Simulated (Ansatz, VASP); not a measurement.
**Y3Rh in VASP and in Ansatz**

INCAR

```
SYSTEM = Y3Rh
  PREC = Accurate
  ENCUT = 520
  EDIFF = 1E-7
  ISMEAR = 0
  SIGMA = 0.1
  LREAL = .FALSE.
  LASPH = .TRUE.
  NELM = 100
  ALGO = Fast
  ISIF = 2
  LWAVE = .FALSE.
  LCHARG = .FALSE.
  GGA = PE
  NBANDS = 32
```

Contents of KPOINTS:

```
Automatic mesh
0
G
  4 4 4
  0 0 0
```

Contents of POSCAR:

```
Y3Rh
1.0
    4.7623923618      0.0000000000      0.0000000000
    0.0000000000      4.7623923618      0.0000000000
    0.0000000000      0.0000000000      4.7623923618
Y Rh
3 1
Direct
    0.0000000000      0.5000000000      0.5000000000
    0.5000000000      0.0000000000      0.5000000000
    0.5000000000      0.5000000000      0.0000000000
    0.0000000000      0.0000000000      0.0000000000
```

Input for Ansatz:

```yaml
crystal:
  lattice:
    - [4.7623923618, 0.0, 0.0]
    - [0.0, 4.7623923618, 0.0]
    - [0.0, 0.0, 4.7623923618]
  atoms:
    - { symbol: "Y", position: [0.0, 0.5, 0.5] }
    - { symbol: "Y", position: [0.5, 0.0, 0.5] }
    - { symbol: "Y", position: [0.5, 0.5, 0.0] }
    - { symbol: Rh, position: [0.0, 0.0, 0.0] }
basis:
  ecutwfc: 420
kpoints:
  mp_grid: { grid: [4, 4, 4] }
hamiltonian:
  xc: pbe
scf:
  occupations: { method: gaussian, width: 0.1 }
  lower_state_search: "off"
output:
  forces: true
  stress: true
  eigenvalues: true
```

Alike in both runs: task single point; functional PBE; k mesh 4 × 4 × 4; occupations gaussian, width 0.1 eV; no spin polarisation.

```csv
,VASP,Ansatz
version,VASP 6.6.1,Ansatz 0.2.0
potentials or method,"VASP PAW PBE potentials, release 64 (Y_sv, Rh_pv), cutoff 520 eV","scalar-relativistic, plane waves, PAW"
valence electrons in the cell,48,50
```

|  | VASP | Ansatz | Ansatz less VASP |
| --- | --- | --- | --- |
| gap on the k mesh at the Fermi level (eV) | none | none | - |
| pressure (GPa) | -3.7 | -3.6 | +0.07 |

A gap of «none» marks a metal or a gap that the smearing closes. VASP's potentials hold 48 valence electrons a cell and Ansatz's 50, so a difference there can come from the potentials and not from the codes.
